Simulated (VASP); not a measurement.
# TiO2 (Pbcn) in VASP: notebook, part 2 of 2

VASP 6.6.1. The steps go on from the part before.

### 3 Single point, r2SCAN+rVV10

POSCAR

```
TiO2
1.0
    4.5361311185      0.0000000000      0.0000000000
    0.0000000000      5.4978606061      0.0000000000
    0.0000000000      0.0000000000      4.8855472804
Ti O
4 8
Direct
    0.0000000000      0.1755524650      0.7500000000
    0.5000000000      0.3244475350      0.2500000000
    0.0000000000      0.8244475350      0.2500000000
    0.5000000000      0.6755524650      0.7500000000
    0.2707670603      0.3826093129      0.9193381137
    0.7707670603      0.1173906871      0.0806618863
    0.2292329397      0.1173906871      0.4193381137
    0.7292329397      0.3826093129      0.5806618863
    0.2707670603      0.6173906871      0.4193381137
    0.7707670603      0.8826093129      0.5806618863
    0.2292329397      0.8826093129      0.9193381137
    0.7292329397      0.6173906871      0.0806618863
```

INCAR.step1

```
PREC     = Accurate       # precision mode
ENCUT    = 520            # plane-wave cutoff, eV
ISMEAR   = -1             # smearing method
SIGMA    = 0.05           # smearing width, eV
LREAL    = F              # projectors in reciprocal space
LASPH    = T              # aspherical terms in the spheres
NELM     = 80             # most SCF steps
NBANDS   = 60             # bands
GGA      = PE             # functional
ALGO     = Normal         # electronic algorithm
EDIFF    = 1E-4           # SCF threshold, eV
LWAVE    = T              # write WAVECAR
LCHARG   = F              # write CHGCAR
```

INCAR.step2

```
PREC     = Accurate       # precision mode
ENCUT    = 520            # plane-wave cutoff, eV
EDIFF    = 1E-6           # SCF threshold, eV
ISMEAR   = -1             # smearing method
SIGMA    = 0.05           # smearing width, eV
LREAL    = F              # projectors in reciprocal space
LASPH    = T              # aspherical terms in the spheres
NELM     = 80             # most SCF steps
ALGO     = Normal         # electronic algorithm
ISIF     = 2              # what is computed and relaxed
LWAVE    = F              # write WAVECAR
LCHARG   = T              # write CHGCAR
METAGGA  = R2SCAN         # meta-GGA
LMIXTAU  = T            
LUSE_VDW = T            
IVDW_NL  = 2            
BPARAM   = 11.95        
CPARAM   = 0.0093       
LELF     = T              # ELF
LVHAR    = T            
NBANDS   = 60             # bands
ISTART   = 1
```

KPOINTS

```
Automatic mesh
0
Gamma
  6 5 6
```

Potentials or basis: VASP PAW PBE potentials, release 64 (Ti_sv, O).

Run with:

```bash
$ cat potpaw_PBE.64/Ti_sv/POTCAR potpaw_PBE.64/O/POTCAR > POTCAR
$ cp INCAR.step1 INCAR
$ mpirun -np 1 vasp_std > vasp.out
$ cp INCAR.step2 INCAR
$ mpirun -np 1 vasp_std > vasp.out
```

OUTCAR:

```text
PREC = Accurate
   ENCUT = 520
   EDIFF = 1E-6
   ISMEAR = -1
   LREAL = F
   LASPH = T
   NELM = 80
   ISIF = 2
   METAGGA = R2SCAN
   IVDW_NL = 2
   BPARAM = 11.95
   ISTART = 1

 ion  position               nearest neighbor table
   1  0.000  0.176  0.750-   5 1.87   8 1.87   7 1.95   6 1.95  10 2.09  11 2.09
   2  0.500  0.324  0.250-   6 1.87   7 1.87   5 1.95   8 1.95   9 2.09  12 2.09
   3  0.000  0.824  0.250-   9 1.87  12 1.87  11 1.95  10 1.95   6 2.09   7 2.09
   4  0.500  0.676  0.750-  10 1.87  11 1.87   9 1.95  12 1.95   5 2.09   8 2.09
   5  0.271  0.383  0.919-   1 1.87   2 1.95   4 2.09
   6  0.771  0.117  0.081-   2 1.87   1 1.95   3 2.09
   7  0.229  0.117  0.419-   2 1.87   1 1.95   3 2.09
   8  0.729  0.383  0.581-   1 1.87   2 1.95   4 2.09
   9  0.271  0.617  0.419-   3 1.87   4 1.95   2 2.09
  10  0.771  0.883  0.581-   4 1.87   3 1.95   1 2.09
  11  0.229  0.883  0.919-   4 1.87   3 1.95   1 2.09
  12  0.729  0.617  0.081-   3 1.87   4 1.95   2 2.09

  LATTYP: Found a simple orthorhombic cell.
 ALAT       =     4.5361311185
 B/A-ratio  =     1.0770295551
[... 212 lines left out ...]

 k-point     1 :       0.0000    0.0000    0.0000
  band No.  band energies     occupation
      1     -54.1572      2.00000
      2     -54.1326      2.00000
      3     -54.1265      2.00000
      4     -54.1198      2.00000
      5     -29.5720      2.00000
      6     -29.4847      2.00000
[... 1501 lines left out ...]
     59       8.9566      0.00000
     60       8.9566      0.00000

 [... further k-points ...]
[... 5 lines left out ...]
  --------------------------------------------------------------------------------------
  -------------------------------------------------------------------------------------
  Total        1.1124453      0.8659939      1.1887952      0.0000000      0.0000000      0.0000000
  in kB       14.6283962     11.3876171     15.6323794      0.0000000      0.0000000      0.0000000
  external PRESSURE =      13.8827976 kB  Pullay stress =       0.0000000 kB

 VOLUME and BASIS-vectors are now :
 -----------------------------------------------------------------------------
  energy-cutoff  :      520.00
  volume of cell :      121.84
      direct lattice vectors                 reciprocal lattice vectors
     4.536131119  0.000000000  0.000000000     0.220452181  0.000000000  0.000000000
     0.000000000  5.497860606  0.000000000     0.000000000  0.181888933  0.000000000
     0.000000000  0.000000000  4.885547280     0.000000000  0.000000000  0.204685359

 POSITION                                       TOTAL-FORCE (eV/Angst)
 -----------------------------------------------------------------------------------
      0.00000      0.96516      3.66416         0.000000     -0.105714     -0.000000
      2.26807      1.78377      1.22139         0.000000      0.105714     -0.000000
      0.00000      4.53270      1.22139         0.000000      0.105714     -0.000000
      2.26807      3.71409      3.66416         0.000000     -0.105714     -0.000000
      1.22823      2.10353      4.49147         0.027010      0.065924      0.001490
      3.49630      0.64540      0.39408         0.027010     -0.065924     -0.001490
      1.03983      0.64540      2.04870        -0.027010     -0.065924      0.001490
      3.30790      2.10353      2.83685        -0.027010      0.065924     -0.001490
      1.22823      3.39433      2.04870         0.027010     -0.065924      0.001490
      3.49630      4.85246      2.83685         0.027010      0.065924     -0.001490
      1.03983      4.85246      4.49147        -0.027010      0.065924      0.001490
      3.30790      3.39433      0.39408        -0.027010     -0.065924     -0.001490
 -----------------------------------------------------------------------------------
    total drift:                               -0.000000      0.000000     -0.000000

  FREE ENERGIE OF THE ION-ELECTRON SYSTEM (eV)
  ---------------------------------------------------
  free  energy   TOTEN  =      -137.2170813777 eV

  energy  without entropy=     -137.2170813777  energy(sigma->0) =     -137.21708138
```

Run time: 8.5 min. Hardware: 1 thread of Intel Xeon 6975P-C (Granite Rapids), shared host; peak memory 0.6 GiB.

Results:

```
Free energy            : -137.2171 eV
Pressure               : 1.4 GPa
Largest force          : 0.106 eV/Å
Band gap on the k mesh : 3.08 eV (least direct gap 3.11 eV)
```

Forces on the atoms (eV/Å):
```
Ti   0.000 -0.106  0.000
Ti   0.000  0.106  0.000
Ti   0.000  0.106  0.000
Ti   0.000 -0.106  0.000
O    0.027  0.066  0.001
O    0.027 -0.066 -0.001
O   -0.027 -0.066  0.001
O   -0.027  0.066 -0.001
O    0.027 -0.066  0.001
O    0.027  0.066 -0.001
O   -0.027  0.066  0.001
O   -0.027 -0.066 -0.001
```

Caveat: the PAW data sets were made with another functional, which shifts forces and pressure a little; an odd mesh through Γ misses points on the zone boundary, where band edges can lie.

### 4 Single point, PBE

This run uses another cell than the first one, of 10.47 Å³/atom.

INCAR

```
SYSTEM = TiO2
PREC = Accurate ; ENCUT = 520
EDIFF = 1E-7 ; ISMEAR = -1
SIGMA = 0.05 ; LREAL = .FALSE.
LASPH = .TRUE. ; NELM = 80
ALGO = Normal ; ISIF = 2
LWAVE = .FALSE. ; LCHARG = .FALSE.
GGA = PE ; NBANDS = 60
```

KPOINTS

```
regular mesh
0
G
  6 5 6
  0 0 0
```

POSCAR

```
TiO2
1.0
    4.5792045804      0.0000000000      0.0000000000
    0.0000000000      5.5734750503      0.0000000000
    0.0000000000      0.0000000000      4.9233647417
Ti O
4 8
Direct
    0.0000000000      0.1774322630      0.7500000000
    0.5000000000      0.3225677370      0.2500000000
    0.0000000000      0.8225677370      0.2500000000
    0.5000000000      0.6774322630      0.7500000000
    0.2711247181      0.3804921280      0.9190366458
    0.7711247181      0.1195078720      0.0809633542
    0.2288752819      0.1195078720      0.4190366458
    0.7288752819      0.3804921280      0.5809633542
    0.2711247181      0.6195078720      0.4190366458
    0.7711247181      0.8804921280      0.5809633542
    0.2288752819      0.8804921280      0.9190366458
    0.7288752819      0.6195078720      0.0809633542
```

Run with:

```bash
$ cat potpaw_PBE.64/Ti_sv/POTCAR potpaw_PBE.64/O/POTCAR > POTCAR
$ mpirun -np 1 vasp_std > vasp.out
```

Wall time 7.9 min (1 thread of Intel Xeon Platinum 8259CL at 2.50GHz (Skylake/Cascade Lake), shared host); peak memory 0.39 GiB.

Results (log left out):

* Free energy: -107.4079 eV
* Pressure: 0.7 GPa
* Largest force: 0.042 eV/Å
* Band gap on the k mesh: 2.60 eV (least direct gap 2.64 eV)

Forces in eV/Å, atoms in the order of the input:
```
Ti   0.000 -0.042  0.000
Ti   0.000  0.042  0.000
Ti   0.000  0.042  0.000
Ti   0.000 -0.042  0.000
O    0.015  0.033  0.000
O    0.015 -0.033  0.000
O   -0.015 -0.033  0.000
O   -0.015  0.033  0.000
O    0.015 -0.033  0.000
O    0.015  0.033  0.000
O   -0.015  0.033  0.000
O   -0.015 -0.033  0.000
```

Stress tensor (GPa, compression positive):
```
0.74 0.00 0.00
0.00 0.61 0.00
0.00 0.00 0.78
```

Levels at points of the mesh, in eV from the valence-band top:
```
           k point  band 46  band 47  band 48  band 49  band 50  band 51
(0.00, 0.00, 0.00)    -0.42    -0.01     0.00     2.64     2.66     2.78
(0.50, 0.00, 0.00)    -0.51    -0.23    -0.23     3.09     3.09     3.22
(0.00, 0.00, 0.50)    -0.38    -0.28    -0.28     2.60     2.60     3.02
(0.50, 0.00, 0.50)    -0.50    -0.50    -0.50     2.96     2.96     2.96
```

Caveat: an odd mesh through Γ misses points on the zone boundary, where band edges can lie.

### 5 Single point, LDA+U

This run uses another cell than the first one, of 10.26 Å³/atom.

INCAR

```
PREC = Accurate ; ENCUT = 520
EDIFF = 1E-7 ; ISMEAR = -1
SIGMA = 0.05 ; LREAL = F
LASPH = T ; NELM = 150
ALGO = Normal ; ISIF = 2
LWAVE = F ; LCHARG = F
LMAXMIX = 4 ; LDAU = T
LDAUTYPE = 2 ; LDAUL = 2 -1
LDAUU = 6 0 ; LDAUJ = 0 0
LDAUPRINT = 1 ; NBANDS = 60
```

KPOINTS

```
Automatic mesh
0
Gamma
  6 5 6
```

POSCAR

```
TiO2
1.0
    4.5453495500      0.0000000000      0.0000000000
    0.0000000000      5.5196194400      0.0000000000
    0.0000000000      0.0000000000      4.9091968600
Ti O
4 8
Direct
    0.0000000000      0.1729909300      0.7500000000
    0.5000000000      0.3270090700      0.2500000000
    0.0000000000      0.8270090700      0.2500000000
    0.5000000000      0.6729909300      0.7500000000
    0.2714506200      0.3817246400      0.9186490800
    0.7714506200      0.1182753600      0.0813509200
    0.2285493800      0.1182753600      0.4186490800
    0.7285493800      0.3817246400      0.5813509200
    0.2714506200      0.6182753600      0.4186490800
    0.7714506200      0.8817246400      0.5813509200
    0.2285493800      0.8817246400      0.9186490800
    0.7285493800      0.6182753600      0.0813509200
```

Potentials or basis: VASP PAW LDA potentials, release 64 (Ti_sv, O).

Run with:

```bash
$ cat potpaw_LDA.64/Ti_sv/POTCAR potpaw_LDA.64/O/POTCAR > POTCAR
$ mpirun -np 1 vasp_std > vasp.out
```

OUTCAR:

```text
PREC = Accurate
   ENCUT = 520
   EDIFF = 1E-7
   ISMEAR = -1
   LREAL = F
   LASPH = T
   NELM = 150
   ISIF = 2

 ion  position               nearest neighbor table
   1  0.000  0.173  0.750-   5 1.88   8 1.88   7 1.95   6 1.95  10 2.09  11 2.09
   2  0.500  0.327  0.250-   6 1.88   7 1.88   5 1.95   8 1.95   9 2.09  12 2.09
   3  0.000  0.827  0.250-   9 1.88  12 1.88  11 1.95  10 1.95   6 2.09   7 2.09
   4  0.500  0.673  0.750-  10 1.88  11 1.88   9 1.95  12 1.95   5 2.09   8 2.09
   5  0.271  0.382  0.919-   1 1.88   2 1.95   4 2.09
   6  0.771  0.118  0.081-   2 1.88   1 1.95   3 2.09
[... 1881 lines left out ...]
 VOLUME and BASIS-vectors are now :
 -----------------------------------------------------------------------------
  energy-cutoff  :      520.00
  volume of cell :      123.16
      direct lattice vectors                 reciprocal lattice vectors
     4.545349550  0.000000000  0.000000000     0.220005082  0.000000000  0.000000000
     0.000000000  5.519619440  0.000000000     0.000000000  0.181171911  0.000000000
     0.000000000  0.000000000  4.909196860     0.000000000  0.000000000  0.203699307

 POSITION                                       TOTAL-FORCE (eV/Angst)
 -----------------------------------------------------------------------------------
      0.00000      0.95484      3.68190         0.000000     -0.874776     -0.000000
      2.27267      1.80497      1.22730         0.000000      0.874776     -0.000000
      0.00000      4.56478      1.22730         0.000000      0.874776     -0.000000
      2.27267      3.71465      3.68190        -0.000000     -0.874776     -0.000000
      1.23384      2.10697      4.50983         0.269434      0.492178      0.039919
      3.50651      0.65283      0.39937         0.269434     -0.492178     -0.039919
      1.03884      0.65283      2.05523        -0.269434     -0.492178      0.039919
      3.31151      2.10697      2.85397        -0.269434      0.492178     -0.039919
      1.23384      3.41264      2.05523         0.269434     -0.492178      0.039919
      3.50651      4.86678      2.85397         0.269434      0.492178     -0.039919
      1.03884      4.86678      4.50983        -0.269434      0.492178      0.039919
      3.31151      3.41264      0.39937        -0.269434     -0.492178     -0.039919
 -----------------------------------------------------------------------------------
    total drift:                                0.000000      0.000000      0.000000

  FREE ENERGIE OF THE ION-ELECTRON SYSTEM (eV)
  ---------------------------------------------------
  free  energy   TOTEN  =      -101.3868816715 eV

  energy  without entropy=     -101.3868816715  energy(sigma->0) =     -101.38688167
```

OSZICAR:

```text
N       E                     dE             d eps       ncg     rms          rms(c)
DAV:   1     0.153650461352E+04    0.15365E+04   -0.47303E+04  5760   0.191E+03
DAV:   2     0.177908758161E+03   -0.13586E+04   -0.12890E+04  5808   0.600E+02
DAV:   3    -0.118190703846E+03   -0.29610E+03   -0.28825E+03  7320   0.245E+02
DAV:   4    -0.139675779445E+03   -0.21485E+02   -0.21434E+02  8432   0.703E+01
DAV:   5    -0.140826769114E+03   -0.11510E+01   -0.11504E+01  8756   0.135E+01    0.442E+01
DAV:   6    -0.100984751274E+03    0.39842E+02   -0.19975E+02  8320   0.100E+02    0.147E+01
DAV:   7    -0.101500123165E+03   -0.51537E+00   -0.20320E+01  8032   0.210E+01    0.913E+00
DAV:   8    -0.101363547815E+03    0.13658E+00   -0.30005E+00  7596   0.106E+01    0.284E+00
DAV:   9    -0.101367762273E+03   -0.42145E-02   -0.59267E-01  7784   0.602E+00    0.193E+00
DAV:  10    -0.101393056379E+03   -0.25294E-01   -0.26487E-01  8024   0.259E+00    0.584E-01
DAV:  11    -0.101386824387E+03    0.62320E-02   -0.40810E-02  7156   0.105E+00    0.146E-01
DAV:  12    -0.101387105037E+03   -0.28065E-03   -0.28221E-03  8120   0.326E-01    0.114E-01
DAV:  13    -0.101386897369E+03    0.20767E-03   -0.13022E-03  7576   0.230E-01    0.428E-02
DAV:  14    -0.101386882101E+03    0.15268E-04   -0.95274E-05  8128   0.714E-02    0.128E-02
DAV:  15    -0.101386881746E+03    0.35511E-06   -0.45716E-06  8356   0.136E-02    0.286E-03
DAV:  16    -0.101386881671E+03    0.74131E-07   -0.56794E-07  6044   0.485E-03
   1 F= -.10138688E+03 E0= -.10138688E+03  d E =-.109251E-10
```

stdout:

```text
POSCAR found type information on POSCAR TiO
 POSCAR found :  2 types and      12 ions
 scaLAPACK will be used
 LDA part: xc-table for (Slater(with rela. corr.)+CA(PZ))
 , standard interpolation
 POSCAR, INCAR and KPOINTS ok, starting setup
 FFT: planning ... GRIDC
 FFT: planning ... GRID_SOFT
 FFT: planning ... GRID
 WAVECAR not read
 entering main loop
```

It took 5 min on 1 thread of Intel Xeon Platinum 8488C (Sapphire Rapids), shared host; peak memory 0.36 GiB.

Results:

| Property | Result |
| --- | --- |
| Free energy | -101.3869 eV |
| Pressure | 3.9 GPa |
| Largest force | 0.875 eV/Å |
| Band gap on the k mesh | 3.24 eV (least direct gap 3.35 eV) |

Forces on the atoms (eV/Å):
```
Ti   0.000 -0.875  0.000
Ti   0.000  0.875  0.000
Ti   0.000  0.875  0.000
Ti   0.000 -0.875  0.000
O    0.269  0.492  0.040
O    0.269 -0.492 -0.040
O   -0.269 -0.492  0.040
O   -0.269  0.492 -0.040
O    0.269 -0.492  0.040
O    0.269  0.492 -0.040
O   -0.269  0.492  0.040
O   -0.269 -0.492 -0.040
```

Stress tensor (GPa, compression positive):
```
4.88 0.00 0.00
0.00 1.89 0.00
0.00 0.00 4.88
```

Levels at points of the mesh, in eV from the valence-band top:
| k point | band 46 | band 47 | band 48 | band 49 | band 50 | band 51 |
| --- | --- | --- | --- | --- | --- | --- |
| (0.00, 0.00, 0.00) | -0.38 | -0.03 | 0.00 | 3.35 | 3.41 | 3.42 |
| (0.50, 0.00, 0.00) | -0.42 | -0.23 | -0.23 | 3.77 | 3.77 | 3.98 |
| (0.00, 0.00, 0.50) | -0.38 | -0.32 | -0.32 | 3.24 | 3.24 | 3.80 |
| (0.50, 0.00, 0.50) | -0.51 | -0.51 | -0.51 | 3.65 | 3.65 | 3.65 |

Eigenvalues of the final occupation matrices:
```tsv
site	spin	trace	eigenvalues
site 1 d	1	0.79	0.09 0.09 0.11 0.24 0.26
site 1 d	2	0.79	0.09 0.09 0.11 0.24 0.26
site 2 d	1	0.79	0.09 0.09 0.11 0.24 0.26
site 2 d	2	0.79	0.09 0.09 0.11 0.24 0.26
site 3 d	1	0.79	0.09 0.09 0.11 0.24 0.26
site 3 d	2	0.79	0.09 0.09 0.11 0.24 0.26
site 4 d	1	0.79	0.09 0.09 0.11 0.24 0.26
site 4 d	2	0.79	0.09 0.09 0.11 0.24 0.26
```

Caveat: the cell stands under pressure; an odd mesh through Γ misses points on the zone boundary, where band edges can lie.

### 6 Summary

| level | potentials or basis | U | cell | gap on the mesh (eV) | pressure (GPa) | largest force (eV/Å) |
| --- | --- | --- | --- | --- | --- | --- |
| r2SCAN+D3(BJ) | VASP PAW PBE potentials, release 64 (Ti_sv, O) | - | a = 4.534, b = 5.494, c = 4.882 Å, 12 atoms, atomic positions A | 3.09 | 1.4 | 0.11 |
| r2SCAN+rVV10 | VASP PAW PBE potentials, release 64 (Ti_sv, O) | - | a = 4.536, b = 5.498, c = 4.886 Å, 12 atoms, atomic positions A | 3.08 | 1.4 | 0.11 |
| PBE | VASP PAW PBE potentials, release 64 (Ti_sv, O) | - | a = 4.579, b = 5.573, c = 4.923 Å, 12 atoms, atomic positions B | 2.60 | 0.7 | 0.04 |
| LDA+U | VASP PAW LDA potentials, release 64 (Ti_sv, O) | Ti d U = 6.0 eV | a = 4.545, b = 5.520, c = 4.909 Å, 12 atoms, atomic positions C | 3.24 | 3.9 | 0.87 |

Alike in all rows: task single point; no spin polarisation; k mesh 6 × 5 × 6; cutoff (eV) 520; smearing fermi-dirac 0.05 eV.

Caveats: an odd mesh through Γ misses points on the zone boundary, where band edges can lie; the PAW data sets were made with another functional, which shifts forces and pressure a little (at least some runs); the cell stands under pressure (at least some runs).

Total energies depend on the potentials used, so only differences within one code and one set of settings carry meaning.
